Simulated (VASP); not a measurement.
# TcO2 (P-3m1) in VASP: single point with LDA+U

Aim: the single point of TcO2 with LDA+U.

All numbers are computed with VASP 6.6.1; they aren't measurements. Logs are shortened: lines on timing, memory, paths and dates and some standing lists are left out, and cuts for length are marked.

### 1 The cell of the first run

It takes space group P-3m1 (No. 164, trigonal). Conventional cell: a = 2.915 Å, b = 2.915 Å, c = 4.703 Å, α = 90.00°, β = 90.00°, γ = 120.00°. Within 2.7 Å of Tc (site symmetry -3m) lie 6 O at 2.06 Å. O (site symmetry 3m) has 3 Tc at 2.06 Å within 2.7 Å.

### 2 Single point, LDA+U, collinear spin, zero start

Input file INCAR:

```
SYSTEM = TcO2
ALGO = Normal
EDIFF = 1E-6
ENCUT = 600
GGA_COMPAT = .FALSE.
ISIF = 2
ISMEAR = 0
ISPIN = 2
LASPH = .TRUE.
LCHARG = .TRUE.
LDAU = .TRUE.
LDAUJ = 0.7 0
LDAUL = 2 -1
LDAUPRINT = 1
LDAUTYPE = 1
LDAUU = 2 0
LELF = .TRUE.
LMAXMIX = 4
LORBIT = 11
LREAL = .FALSE.
LVHAR = .TRUE.
LWAVE = .FALSE.
MAGMOM = 0 0 0
NBANDS = 24
NELM = 200
NUPDOWN = 0.0
PREC = Accurate
SIGMA = 0.05
```

Input file KPOINTS:

```
k-points
0
G
  7 7 4
  0 0 0
```

Input file POSCAR:

```
TcO2
1.0
    2.9153084500      0.0000000000      0.0000000000
   -1.4576542300      2.5247311800      0.0000000000
    0.0000000000      0.0000000000      4.7029976000
Tc O
1 2
Direct
    0.0000000000      0.0000000000      0.0000000000
    0.3333333333      0.6666666667      0.2520000000
    0.6666666667      0.3333333333      0.7480000000
```

Potentials or basis: VASP PAW LDA potentials, release 64 (Tc_sv, O).

Launch:

```console
$ cat potpaw_LDA.64/Tc_sv/POTCAR potpaw_LDA.64/O/POTCAR > POTCAR
$ mpirun -np 1 vasp_std > vasp.out
```

OUTCAR:

```text
SYSTEM = TcO2
   EDIFF = 1E-6
   ENCUT = 600
   ISIF = 2
   ISMEAR = 0
   ISPIN = 2
   LASPH = .TRUE.
   LORBIT = 11
   LREAL = .FALSE.
   NELM = 200
   NUPDOWN = 0.0
   PREC = Accurate

 ion  position               nearest neighbor table
   1  0.000  0.000  0.000-   3 2.06   2 2.06   3 2.06   2 2.06   3 2.06   2 2.06
   2  0.333  0.667  0.252-   1 2.06   1 2.06   1 2.06
   3  0.667  0.333  0.748-   1 2.06   1 2.06   1 2.06

  LATTYP: Found a hexagonal cell.
 ALAT       =     2.9153084500
 C/A-ratio  =     1.6132075493

  Lattice vectors:

 A1 = (   2.9153084500,   0.0000000000,   0.0000000000)
 A2 = (  -1.4576542300,   2.5247311800,   0.0000000000)
 A3 = (   0.0000000000,   0.0000000000,   4.7029976000)

Analysis of symmetry for initial positions (statically):
=====================================================================
 Subroutine PRICEL returns:
 Original cell was already a primitive cell.

 Routine SETGRP: Setting up the symmetry group for a
 hexagonal supercell.

 Subroutine GETGRP returns: Found 12 space group operations
 (whereof 12 operations were pure point group operations)
 out of a pool of 24 trial point group operations.

The static configuration has the point symmetry D_3d.

Analysis of symmetry for dynamics (positions and initial velocities):
=====================================================================
 Subroutine PRICEL returns:
 Original cell was already a primitive cell.

 Routine SETGRP: Setting up the symmetry group for a
 hexagonal supercell.

 Subroutine GETGRP returns: Found 12 space group operations
 (whereof 12 operations were pure point group operations)
 out of a pool of 24 trial point group operations.

The dynamic configuration has the point symmetry D_3d.

Analysis of structural, dynamic, and magnetic symmetry:
=====================================================================
 Subroutine PRICEL returns:
 Original cell was already a primitive cell.

 Routine SETGRP: Setting up the symmetry group for a
 hexagonal supercell.

 Subroutine GETGRP returns: Found 12 space group operations
 (whereof 12 operations were pure point group operations)
 out of a pool of 24 trial point group operations.

The overall configuration has the point symmetry D_3d.

 Subroutine INISYM returns: Found 12 space group operations
 (whereof 12 operations are pure point group operations),
 and found     1 'primitive' translations

----------------------------------------------------------------------------------------

                                     Primitive cell

  volume of cell :      34.6158

  direct lattice vectors                    reciprocal lattice vectors
     2.915308450  0.000000000  0.000000000     0.343016877  0.198040887  0.000000000
    -1.457654230  2.524731180  0.000000000     0.000000000  0.396081772  0.000000000
     0.000000000  0.000000000  4.702997600     0.000000000  0.000000000  0.212630345

  length of vectors
     2.915308450  2.915308455  4.702997600     0.396081773  0.396081772  0.212630345

  position of ions in fractional coordinates (direct lattice)
     0.000000000  0.000000000  0.000000000
     0.333333333  0.666666667  0.252000000
     0.666666667  0.333333333  0.748000000

  ion indices of the primitive-cell ions
   primitive index   ion index
                 1           1
                 2           2
                 3           3

[... 68 lines left out ...]
   LASPH  =      T    aspherical Exc in radial PAW
   ENCUT  =  600.0 eV  44.10 Ry    6.64 a.u.   5.82  5.82  9.39*2*pi/ulx,y,z
   NELM   =    200;   NELMIN=  2; NELMDL= -5     # of ELM steps
   EDIFF  = 0.1E-05   stopping-criterion for ELM
   LREAL  =      F    real-space projection
[... 7 lines left out ...]
   TEBEG  =    0.0;   TEEND  =   0.0 temperature during run
   PSTRESS=    0.0 pullay stress
   NELECT =      27.0000    total number of electrons
   NUPDOWN=       0.0000    fix difference up-down
   EMIN   =  10.00;   EMAX   =-10.00  energy-range for DOS
   EFERMI =   0.00;   METHOD = LEGACY
   ISMEAR =     0;   SIGMA  =   0.05  broadening in eV -4-tet -1-fermi 0-gaus
   EFERMI_NEDOS =   21; number of points for ismear=-14 and -15
   IALGO  =     38    algorithm
   IMIX   =      4    mixing-type and parameters
     AMIX     =   0.40;   BMIX     =  1.00
     AMIX_MAG =   1.60;   BMIX_MAG =  1.00
  volume/ion in A,a.u.               =      11.54        77.87
  Fermi-wavevector in a.u.,A,eV,Ry     =   1.506970  2.847760 30.898268  2.270959
  Thomas-Fermi vector in A             =   2.617618
   LORBIT       =     11    0 simple, 1 ext, 2 COOP (PROOUT), +10 PAW based schemes
 LDA+U is selected, type is set to LDAUTYPE =  1
   angular momentum for each species LDAUL =     2   -1
   U (eV)           for each species LDAUU =   2.0  0.0
   J (eV)           for each species LDAUJ =   0.7  0.0
   GGA     = CA    functional components
   LHFCALC =     F    Hartree Fock is set to
   AEXX    =    0.0000 exact exchange contribution
   IVDW    =     0    specifies the selected vdW correction
   LEPSILON=     F    determine dielectric tensor
   LRPA    =     F    only Hartree local field effects (RPA)
 spin polarized calculation
 Gauss-broadening in eV      SIGMA  =   0.05
  energy-cutoff  :      600.00
  volume of cell :       34.62
 maximum number of plane-waves:      1182
 NGX is ok and might be reduce to    24
   NGX = 11   NGY = 11   NGZ = 19

 number of electron      26.9999998 magnetization      -0.0000000

atom =   1  type =  1  l = 2

 onsite density matrix

spin component  1

  0.3992  0.0000  0.0000  0.1007 -0.0000
  0.0000  0.3932  0.0000 -0.0000  0.1007
  0.0000  0.0000  0.4130  0.0000  0.0000
  0.1007 -0.0000  0.0000  0.3932 -0.0000
 -0.0000  0.1007  0.0000 -0.0000  0.3992

spin component  2

  0.3992  0.0000  0.0000  0.1007 -0.0000
  0.0000  0.3932  0.0000 -0.0000  0.1007
  0.0000  0.0000  0.4130  0.0000  0.0000
  0.1007 -0.0000  0.0000  0.3932 -0.0000
 -0.0000  0.1007  0.0000 -0.0000  0.3992

 occupancies and eigenvectors

  o =  0.2954  v = -0.5904  0.3806  0.0000  0.6084 -0.3694  0.0000  0.0000  0.0000  0.0000  0.0000      0.0000  0.0000  0.0000  0.0000  0.0000  0.0000  0.0000  0.0000  0.0000  0.0000
  o =  0.2954  v = -0.3694 -0.6084  0.0000  0.3806  0.5904  0.0000  0.0000  0.0000  0.0000  0.0000      0.0000  0.0000  0.0000  0.0000  0.0000  0.0000  0.0000  0.0000  0.0000  0.0000
  o =  0.2954  v =  0.0000  0.0000  0.0000  0.0000  0.0000 -0.5904  0.3806  0.0000  0.6084 -0.3694      0.0000  0.0000  0.0000  0.0000  0.0000  0.0000  0.0000  0.0000  0.0000  0.0000
  o =  0.2954  v =  0.0000  0.0000  0.0000  0.0000  0.0000 -0.3694 -0.6084  0.0000  0.3806  0.5904      0.0000  0.0000  0.0000  0.0000  0.0000  0.0000  0.0000  0.0000  0.0000  0.0000
  o =  0.4130  v =  0.0000  0.0000  0.0000  0.0000  0.0000 -0.0000 -0.0000  1.0000 -0.0000 -0.0000      0.0000  0.0000  0.0000  0.0000  0.0000  0.0000  0.0000  0.0000  0.0000  0.0000
  o =  0.4130  v = -0.0000 -0.0000  1.0000 -0.0000 -0.0000  0.0000  0.0000  0.0000  0.0000  0.0000      0.0000  0.0000  0.0000  0.0000  0.0000  0.0000  0.0000  0.0000  0.0000  0.0000
  o =  0.4969  v = -0.6084 -0.3694 -0.0000 -0.5904 -0.3806  0.0000  0.0000  0.0000  0.0000  0.0000      0.0000  0.0000  0.0000  0.0000  0.0000  0.0000  0.0000  0.0000  0.0000  0.0000
  o =  0.4969  v = -0.3806  0.5904 -0.0000 -0.3694  0.6084  0.0000  0.0000  0.0000  0.0000  0.0000      0.0000  0.0000  0.0000  0.0000  0.0000  0.0000  0.0000  0.0000  0.0000  0.0000
  o =  0.4969  v =  0.0000  0.0000  0.0000  0.0000  0.0000 -0.6084 -0.3694 -0.0000 -0.5904 -0.3806      0.0000  0.0000  0.0000  0.0000  0.0000  0.0000  0.0000  0.0000  0.0000  0.0000
  o =  0.4969  v =  0.0000  0.0000  0.0000  0.0000  0.0000 -0.3806  0.5904 -0.0000 -0.3694  0.6084      0.0000  0.0000  0.0000  0.0000  0.0000  0.0000  0.0000  0.0000  0.0000  0.0000

 number of electron      26.9999998 magnetization       0.0000000

 Free energy of the ion-electron system (eV)
  ---------------------------------------------------
  ext. energy  EPLUGINS =         0.00000000
  ---------------------------------------------------
  free energy    TOTEN  =       -24.99347973 eV

  energy without entropy =      -24.98866474  energy(sigma->0) =      -24.99107224

 E-fermi :   6.8590     XC(G=0): -12.0258

 val. band max:        6.8469453096   @ k =   0.2857   0.0000   0.2500
 cond. band min:       6.8627001487   @ k =   0.0000   0.2857   0.2500
 fundamental gap:      0.0157548391
 Fermi energy:         6.8590400774

 spin component 1

 k-point     1 :       0.0000    0.0000    0.0000
  band No.  band energies     occupation
      1     -61.2058      1.00000
      2     -33.3578      1.00000
      3     -33.2123      1.00000
      4     -33.2123      1.00000
      5     -12.7755      1.00000
      6     -11.1163      1.00000
[... 1289 lines left out ...]
     23      24.4632      0.00000
     24      26.3135      0.00000

 [... further k-points ...]

------------------------ aborting loop because EDIFF is reached ----------------------------------------

  FORCE on cell =-STRESS in cart. coord.  units (eV):
  Direction    XX          YY          ZZ          XY          YZ          ZX
  --------------------------------------------------------------------------------------
  -------------------------------------------------------------------------------------
  Total       -5.0224472     -5.0224472     -3.7192304      0.0000000      0.0000000     -0.0000000
  in kB     -232.4617770   -232.4617774   -172.1429561      0.0000005      0.0000000     -0.0000000
  external PRESSURE =    -212.3555035 kB  Pullay stress =       0.0000000 kB

 VOLUME and BASIS-vectors are now :
 -----------------------------------------------------------------------------
  energy-cutoff  :      600.00
  volume of cell :       34.62
      direct lattice vectors                 reciprocal lattice vectors
     2.915308450  0.000000000  0.000000000     0.343016877  0.198040887  0.000000000
    -1.457654230  2.524731180  0.000000000     0.000000000  0.396081772  0.000000000
     0.000000000  0.000000000  4.702997600     0.000000000  0.000000000  0.212630345

 POSITION                                       TOTAL-FORCE (eV/Angst)
 -----------------------------------------------------------------------------------
      0.00000      0.00000      0.00000         0.000000      0.000000      0.000000
     -0.00000      1.68315      1.18516         0.000000      0.000000     -1.389996
      1.45765      0.84158      3.51784        -0.000000     -0.000000      1.389996
 -----------------------------------------------------------------------------------
    total drift:                                0.000000     -0.000000      0.000000

  FREE ENERGIE OF THE ION-ELECTRON SYSTEM (eV)
  ---------------------------------------------------
  free  energy   TOTEN  =       -24.9934797346 eV

  energy  without entropy=      -24.9886647381  energy(sigma->0) =      -24.99107224

 total charge

# of ion       s       p       d       tot
------------------------------------------
    1        2.145   6.254   3.948  12.347
    2        1.571   3.336   0.000   4.907
    3        1.571   3.336   0.000   4.907
--------------------------------------------------
tot          5.287  12.925   3.948  22.161

 magnetization (x)

# of ion       s       p       d       tot
------------------------------------------
    1        0.000  -0.000  -0.000  -0.000
    2        0.000  -0.000   0.000  -0.000
    3        0.000  -0.000   0.000  -0.000
--------------------------------------------------
tot          0.000  -0.000  -0.000  -0.000
```

It took 24 s on 1 thread of Intel Xeon 6975P-C (Granite Rapids), shared host; peak memory 0.17 GiB.

What came out:

```
Free energy                                           : -24.9935 eV
Pressure                                              : -21.2 GPa
Largest force                                         : 1.390 eV/Å
Net moment                                            : 0.00 μB per cell
Valence electrons inside the program's atomic spheres : Tc 12.35; O 4.91
```

Forces in eV/Å, atoms in the order of the input:
```
Tc   0.000  0.000  0.000
O    0.000  0.000 -1.390
O    0.000  0.000  1.390
```

Stress tensor (GPa, compression positive):
```
-23.25   0.00   0.00
  0.00 -23.25   0.00
  0.00   0.00 -17.21
```

Eigenvalues of the final occupation matrices:
```tsv
site	spin	trace	eigenvalues
site 1 d	1	2.00	0.30 0.30 0.41 0.50 0.50
site 1 d	2	2.00	0.30 0.30 0.41 0.50 0.50
```

Caveat: the cell stands under tension; the total moment is fixed, so each spin has its own Fermi level; forces of over 1 eV/Å act on the atoms, so gaps and moduli don't describe the material at rest.
